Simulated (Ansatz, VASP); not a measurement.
ZrB: VASP beside Ansatz

File INCAR:

```
ALGO = Normal ; EDIFF = 1E-6
ENCUT = 520 ; GGA = PE
ISIF = 2 ; ISMEAR = 0
LASPH = T ; LCHARG = F
LREAL = F ; LWAVE = F
NBANDS = 14 ; NELM = 60
PREC = Accurate ; SIGMA = 0.15
```

File KPOINTS:

```
k-points
0
Gamma
  18 18 18
```

The input POSCAR:

```
ZrB
1.0
    0.0000000000      2.3250000000      2.3250000000
    2.3250000000      0.0000000000      2.3250000000
    2.3250000000      2.3250000000      0.0000000000
Zr B
1 1
Direct
    0.0940860215     -0.0940860215      0.0940860215
    0.5000000000      0.5000000000      0.5000000000
```

Input for Ansatz:

```yaml
crystal:
  lattice:
    - [0.0, 2.325, 2.325]
    - [2.325, 0.0, 2.325]
    - [2.325, 2.325, 0.0]
  atoms:
    - { symbol: Zr, position: [0.0940860215, -0.0940860215, 0.0940860215] }
    - { symbol: B, position: [0.5, 0.5, 0.5] }
basis:
  ecutwfc: 420
kpoints:
  mp_grid: { grid: [18, 18, 18] }
hamiltonian:
  xc: pbe
scf:
  occupations: { method: gaussian, width: 0.15 }
output:
  forces: true
  stress: true
  eigenvalues: true
```

Change from the starting cell: all Zr atoms moved +0.438 Å, as atom 1 along Cartesian [0 1 0].

Alike in both runs: task single point; functional PBE; k mesh 18 × 18 × 18; occupations gaussian, width 0.15 eV; no spin polarisation.

|  | VASP | Ansatz |
| --- | --- | --- |
| version | VASP 6.6.1 | Ansatz 0.2.0 |
| potentials or method | VASP PAW PBE potentials, release 64 (Zr_sv, B), cutoff 520 eV | scalar-relativistic, plane waves, PAW |
| valence electrons in the cell | 15 | 15 |

```csv
,VASP,Ansatz,Ansatz less VASP
gap on the k mesh at the Fermi level (eV),none,none,-
rms of the force components (eV/Å),3.927,3.906,-0.0219
```

Atom by atom the forces differ by 0.022 eV/Å (rms over components). A gap of «none» marks a metal or a gap that the smearing closes.
